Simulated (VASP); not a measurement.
# CdI2 (P-3m1) in VASP: single point with HSE06

Aim: the single point of CdI2 with HSE06.

Everything below comes from runs of VASP 6.6.1. Logs are shortened: lines on timing, memory, paths and dates and some standing lists are left out, and cuts for length are marked.

**1. The cell of the first run**

It takes space group P-3m1 (No. 164, trigonal). The conventional cell has a = 4.249 Å, b = 4.249 Å, c = 6.884 Å, α = 90.00°, β = 90.00°, γ = 120.00°. Within 3.9 Å of Cd (site symmetry -3m) lie 6 I at 2.99 Å. I (site symmetry 3m) has 3 Cd at 2.99 Å within 3.9 Å.

**2. Single point, HSE06**

The input, POSCAR:

```
CdI2
1.0
    4.2487073931      0.0000000000      0.0000000000
   -2.1243536965      3.6794885357      0.0000000000
    0.0000000000      0.0000000000      6.8836385196
Cd I
1 2
Direct
    0.0000000000      0.0000000000      0.0000000000
    0.3333333333      0.6666666667      0.2495631425
    0.6666666667      0.3333333333      0.7504368575
```

The input, INCAR.step1:

```
SYSTEM = CdI2
PREC = Accurate
ENCUT = 400
EDIFF = 1E-5
ISMEAR = 0
SIGMA = 0.01
LREAL = .FALSE.
LASPH = .TRUE.
NELM = 120
ALGO = Normal
ISIF = 2
LWAVE = .TRUE.
LCHARG = .FALSE.
GGA = PE
NBANDS = 20
GGA_COMPAT = .FALSE.
KPAR = 4
```

The input, INCAR.step2:

```
SYSTEM = CdI2
PREC = Accurate
ENCUT = 400
EDIFF = 1E-6
ISMEAR = 0
SIGMA = 0.01
LREAL = .FALSE.
LASPH = .TRUE.
NELM = 120
ALGO = Normal
ISIF = 2
LWAVE = .FALSE.
LCHARG = .FALSE.
GGA = PE
LHFCALC = .TRUE.
HFSCREEN = 0.2079
PRECFOCK = Normal
ISTART = 1
NBANDS = 20
GGA_COMPAT = .FALSE.
KPAR = 4
```

The input, KPOINTS:

```
Automatic mesh
0
G
  6 6 4
  0 0 0
```

Potentials or basis: VASP PAW PBE potentials, release 64 (Cd, I).

On the command line:

```
cat potpaw_PBE.64/Cd/POTCAR potpaw_PBE.64/I/POTCAR > POTCAR
cp INCAR.step1 INCAR
mpirun -np 4 vasp_std > vasp.out
cp INCAR.step2 INCAR
mpirun -np 4 vasp_std > vasp.out
```

OUTCAR:

```text
SYSTEM = CdI2
   PREC = Accurate
   ENCUT = 400
   EDIFF = 1E-6
   ISMEAR = 0
   LREAL = .FALSE.
   LASPH = .TRUE.
   NELM = 120
   ISIF = 2
   GGA = PE
   LHFCALC = .TRUE.
   HFSCREEN = 0.2079
   PRECFOCK = Normal
   ISTART = 1

 ion  position               nearest neighbor table
   1  0.000  0.000  0.000-   2 2.99   3 2.99   2 2.99   3 2.99   3 2.99   2 2.99
   2  0.333  0.667  0.250-   1 2.99   1 2.99   1 2.99
   3  0.667  0.333  0.750-   1 2.99   1 2.99   1 2.99

  LATTYP: Found a hexagonal cell.
 ALAT       =     4.2487073931
 C/A-ratio  =     1.6201724154

  Lattice vectors:

 A1 = (   4.2487073931,   0.0000000000,   0.0000000000)
 A2 = (  -2.1243536965,   3.6794885357,   0.0000000000)
 A3 = (   0.0000000000,   0.0000000000,   6.8836385196)

Analysis of symmetry for initial positions (statically):
=====================================================================
 Subroutine PRICEL returns:
 Original cell was already a primitive cell.

 Routine SETGRP: Setting up the symmetry group for a
 hexagonal supercell.

 Subroutine GETGRP returns: Found 12 space group operations
 (whereof 12 operations were pure point group operations)
 out of a pool of 24 trial point group operations.

The static configuration has the point symmetry D_3d.

Analysis of symmetry for dynamics (positions and initial velocities):
=====================================================================
 Subroutine PRICEL returns:
 Original cell was already a primitive cell.

 Routine SETGRP: Setting up the symmetry group for a
 hexagonal supercell.

 Subroutine GETGRP returns: Found 12 space group operations
 (whereof 12 operations were pure point group operations)
 out of a pool of 24 trial point group operations.

The dynamic configuration has the point symmetry D_3d.

 Subroutine INISYM returns: Found 12 space group operations
 (whereof 12 operations are pure point group operations),
 and found     1 'primitive' translations

----------------------------------------------------------------------------------------

                                     Primitive cell

  volume of cell :     107.6124

  direct lattice vectors                    reciprocal lattice vectors
     4.248707393  0.000000000  0.000000000     0.235365702  0.135888452  0.000000000
    -2.124353697  3.679488536  0.000000000     0.000000000  0.271776903  0.000000000
     0.000000000  0.000000000  6.883638520     0.000000000  0.000000000  0.145272009

  length of vectors
     4.248707393  4.248707393  6.883638520     0.271776903  0.271776903  0.145272009

  position of ions in fractional coordinates (direct lattice)
     0.000000000  0.000000000  0.000000000
     0.333333333  0.666666667  0.249563143
     0.666666667  0.333333333  0.750436857

  ion indices of the primitive-cell ions
   primitive index   ion index
                 1           1
                 2           2
                 3           3

----------------------------------------------------------------------------------------

 KPOINTS: Automatic mesh

Automatic generation of k-mesh.
 Grid dimensions read from file:
 generate k-points for:    6    6    4

 Generating k-lattice:

  Cartesian coordinates                     Fractional coordinates (reciprocal lattice)
     0.039227617  0.022648075  0.000000000     0.166666667 -0.000000000  0.000000000
     0.000000000  0.045296151  0.000000000     0.000000000  0.166666667  0.000000000
     0.000000000  0.000000000  0.036318002     0.000000000  0.000000000  0.250000000

  Length of vectors
     0.045296151  0.045296151  0.036318002

  Shift w.r.t. Gamma in fractional coordinates (k-lattice)
     0.000000000  0.000000000  0.000000000

 Subroutine IBZKPT returns following result:
 ===========================================

 Found     24 irreducible k-points:

 Following reciprocal coordinates:
            Coordinates               Weight
  0.000000  0.000000  0.000000      1.000000
  0.166667 -0.000000  0.000000      6.000000
  0.333333 -0.000000  0.000000      6.000000
  0.500000 -0.000000  0.000000      3.000000
  0.166667  0.166667  0.000000      6.000000
  0.333333  0.166667  0.000000     12.000000
[... 16 lines left out ...]
  0.333333  0.166667  0.500000     12.000000
  0.333333  0.333333  0.500000      2.000000
   k-points           NKPTS =     24   k-points in BZ     NKDIM =    144   number of bands    NBANDS=     20
   number of dos      NEDOS =    301   number of ions     NIONS =      3
   total plane-waves  NPLWV =  37632
   dimension x,y,z NGX =    28 NGY =   28 NGZ =   48
   dimension x,y,z NGXF=    56 NGYF=   56 NGZF=   96
   ions per type =               1   2
   NGX,Y,Z   is equivalent  to a cutoff of  10.96, 10.96, 11.59 a.u.
   NGXF,Y,Z  is equivalent  to a cutoff of  21.91, 21.91, 23.18 a.u.
 SYSTEM =  CdI2
   PREC   = accura    normal or accurate (medium, high low for compatibility)
   ISTART =      1    job   : 0-new  1-cont  2-samecut
   ICHARG =      0    charge: 1-file 2-atom 10-const
   ISPIN  =      1    spin polarized calculation?
   LNONCOLLINEAR =      F non collinear calculations
   LSORBIT =      F    spin-orbit coupling
   LASPH  =      T    aspherical Exc in radial PAW
   ENCUT  =  400.0 eV  29.40 Ry    5.42 a.u.   6.93  6.93 11.23*2*pi/ulx,y,z
   NELM   =    120;   NELMIN=  2; NELMDL=  0     # of ELM steps
   EDIFF  = 0.1E-05   stopping-criterion for ELM
   LREAL  =      F    real-space projection
   EDIFFG = 0.1E-04   stopping-criterion for IOM
   NSW    =      0    number of steps for IOM
   IBRION =     -1    ionic relax: 0-MD 1-quasi-New 2-CG
   NFREE  =      0    steps in history (QN), initial steepest desc. (CG)
   ISIF   =      2    stress and relaxation
   ISYM   =      3    0-nonsym 1-usesym 2-fastsym
   POTIM  = 0.5000    time-step for ionic-motion
   TEBEG  =    0.0;   TEEND  =   0.0 temperature during run
   PSTRESS=    0.0 pullay stress
   NELECT =      26.0000    total number of electrons
   NUPDOWN=      -1.0000    fix difference up-down
   EMIN   =  10.00;   EMAX   =-10.00  energy-range for DOS
   EFERMI =   0.00;   METHOD = LEGACY
   ISMEAR =     0;   SIGMA  =   0.01  broadening in eV -4-tet -1-fermi 0-gaus
   EFERMI_NEDOS =   21; number of points for ismear=-14 and -15
   IALGO  =     38    algorithm
   IMIX   =      1    mixing-type and parameters
     AMIX     =   0.40;   BMIX     =  1.00
     AMIX_MAG =   1.60;   BMIX_MAG =  1.00
  volume/ion in A,a.u.               =      35.87       242.07
  Fermi-wavevector in a.u.,A,eV,Ry     =   1.019636  1.926833 14.145401  1.039658
  Thomas-Fermi vector in A             =   2.153161
   LORBIT       =      0    0 simple, 1 ext, 2 COOP (PROOUT), +10 PAW based schemes
   GGA     = PE    functional components
   LHFCALC =     T    Hartree Fock is set to
   PRECFOCK=normal    Normal, Fast or Accurate (Low or Medium for compatibility)
   ENCUT4O =  -1.0   cutoff for four orbital integrals eV
   NKREDX  =     1    reduce k-point grid by
   NKREDY  =     1    reduce k-point grid by
   NKREDZ  =     1    reduce k-point grid by
   AEXX    =    0.2500 exact exchange contribution
   HFSCREEN=    0.2079 screening length (either q_TF or 0.3 A-1)
   HFSCREENC=   0.2079 screening length for correlation (either q_TF or 0.3 A-1)
   ENCUTFOCK=  -1.0 apply spherical cutoff to Coloumb kernel
   IVDW    =     0    specifies the selected vdW correction
   LEPSILON=     F    determine dielectric tensor
   LRPA    =     F    only Hartree local field effects (RPA)
 non-spin polarized calculation
 Gauss-broadening in eV      SIGMA  =   0.01
  energy-cutoff  :      400.00
  volume of cell :      107.61
 maximum number of plane-waves:      1971
  NGX = 24; NGY = 24; NGZ = 36

 number of electron      26.0000013 magnetization

 Free energy of the ion-electron system (eV)
  ---------------------------------------------------
  ext. energy  EPLUGINS =         0.00000000
  ---------------------------------------------------
  free energy    TOTEN  =        -7.07250832 eV

  energy without entropy =       -7.07250832  energy(sigma->0) =       -7.07250832

 E-fermi :   1.3683     XC(G=0):  -7.1371

 val. band max:        1.3017371306   @ k =   0.1667  -0.0000   0.2500
 cond. band min:       4.6412700342   @ k =   0.5000  -0.0000   0.5000
 fundamental gap:      3.3395329036
 Fermi energy:         1.3682544624

 k-point     1 :       0.0000    0.0000    0.0000
  band No.  band energies     occupation
      1     -11.8300      2.00000
      2     -11.0467      2.00000
      3      -7.5439      2.00000
      4      -7.5439      2.00000
      5      -7.4001      2.00000
      6      -7.3291      2.00000
[... 12 lines left out ...]
     19      11.5421      0.00000
     20      11.5837      0.00000

 k-point     2 :       0.1667   -0.0000    0.0000
  band No.  band energies     occupation
      1     -11.6822      2.00000
      2     -11.0334      2.00000
      3      -7.5275      2.00000
      4      -7.4657      2.00000
      5      -7.3751      2.00000
      6      -7.3334      2.00000
[... 12 lines left out ...]
     19      10.5342      0.00000
     20      11.5828      0.00000

 k-point     3 :       0.3333   -0.0000    0.0000
  band No.  band energies     occupation
      1     -11.3428      2.00000
      2     -11.0189      2.00000
      3      -7.5103      2.00000
      4      -7.4009      2.00000
      5      -7.3268      2.00000
      6      -7.2925      2.00000
[... 12 lines left out ...]
     19      10.9079      0.00000
     20      11.5583      0.00000

 k-point     4 :       0.5000   -0.0000    0.0000
  band No.  band energies     occupation
      1     -11.0887      2.00000
      2     -11.0752      2.00000
      3      -7.5089      2.00000
      4      -7.4099      2.00000
      5      -7.3133      2.00000
      6      -7.2689      2.00000
[... 429 lines left out ...]
 k-point    23 :       0.3333    0.1667    0.5000
  band No.  band energies     occupation
      1     -11.1190      2.00000
      2     -11.0423      2.00000
      3      -7.4556      2.00000
      4      -7.3844      2.00000
      5      -7.3142      2.00000
      6      -7.2836      2.00000
[... 12 lines left out ...]
     19      10.5817      0.00000
     20      11.8835      0.00000

 k-point    24 :       0.3333    0.3333    0.5000
  band No.  band energies     occupation
      1     -11.0307      2.00000
      2     -11.0307      2.00000
      3      -7.3539      2.00000
      4      -7.3539      2.00000
      5      -7.2993      2.00000
      6      -7.2742      2.00000
[... 12 lines left out ...]
     19      11.3894      0.00000
     20      11.3896      0.00000

------------------------ aborting loop because EDIFF is reached ----------------------------------------

  FORCE on cell =-STRESS in cart. coord.  units (eV):
  Direction    XX          YY          ZZ          XY          YZ          ZX
  --------------------------------------------------------------------------------------
  -------------------------------------------------------------------------------------
  Total        0.4432206      0.4432206      0.3906345      0.0000000      0.0000000     -0.0000000
  in kB        6.5988493      6.5988493      5.8159250      0.0000000      0.0000000     -0.0000000
  external PRESSURE =       6.3378746 kB  Pullay stress =       0.0000000 kB

 VOLUME and BASIS-vectors are now :
 -----------------------------------------------------------------------------
  energy-cutoff  :      400.00
  volume of cell :      107.61
      direct lattice vectors                 reciprocal lattice vectors
     4.248707393  0.000000000  0.000000000     0.235365702  0.135888452  0.000000000
    -2.124353697  3.679488536  0.000000000     0.000000000  0.271776903  0.000000000
     0.000000000  0.000000000  6.883638520     0.000000000  0.000000000  0.145272009

 POSITION                                       TOTAL-FORCE (eV/Angst)
 -----------------------------------------------------------------------------------
      0.00000      0.00000      0.00000        -0.000000      0.000000      0.000000
     -0.00000      2.45299      1.71790         0.000000      0.000000     -0.061504
      2.12435      1.22650      5.16574        -0.000000     -0.000000      0.061504
 -----------------------------------------------------------------------------------
    total drift:                                0.000000      0.000000     -0.000044

  FREE ENERGIE OF THE ION-ELECTRON SYSTEM (eV)
  ---------------------------------------------------
  free  energy   TOTEN  =        -7.0725083168 eV

  energy  without entropy=       -7.0725083168  energy(sigma->0) =       -7.07250832
```

It took 20 min on 4 MPI ranks of Intel Xeon 6975P-C (Granite Rapids), shared host; peak memory 0.32 GiB.

What came out:

| Property | Result |
| --- | --- |
| Free energy | -7.0725 eV |
| Pressure | 0.6 GPa |
| Largest force | 0.062 eV/Å |
| Band gap on the k mesh | 3.34 eV, indirect (least direct gap 3.60 eV) |

Forces in eV/Å, atoms in the order of the input:
```
Cd   0.000  0.000  0.000
I    0.000  0.000 -0.062
I    0.000  0.000  0.062
```

Stress tensor (GPa, compression positive):
```
0.66 0.00 0.00
0.00 0.66 0.00
0.00 0.00 0.58
```

Levels at points of the mesh, in eV from the valence-band top:
| k point | band 11 | band 12 | band 13 | band 14 | band 15 | band 16 |
| --- | --- | --- | --- | --- | --- | --- |
| (0.00, 0.00, 0.00) | -0.16 | -0.16 | -0.14 | 3.47 | 5.41 | 7.43 |
| (0.50, 0.00, 0.00) | -1.60 | -0.73 | -0.14 | 3.62 | 5.97 | 6.85 |
| (0.00, 0.00, 0.50) | -0.43 | -0.01 | -0.01 | 4.63 | 5.46 | 7.21 |
| (0.50, 0.00, 0.50) | -1.28 | -0.54 | -0.47 | 3.34 | 5.87 | 6.83 |

Caveat: the PAW data sets were made with another functional, which shifts forces and pressure a little; spin-orbit coupling is left out, which moves the levels of the heavy elements; this functional lacks dispersion, which binds the layers, so the pressure and a relaxed spacing across them are unreliable.
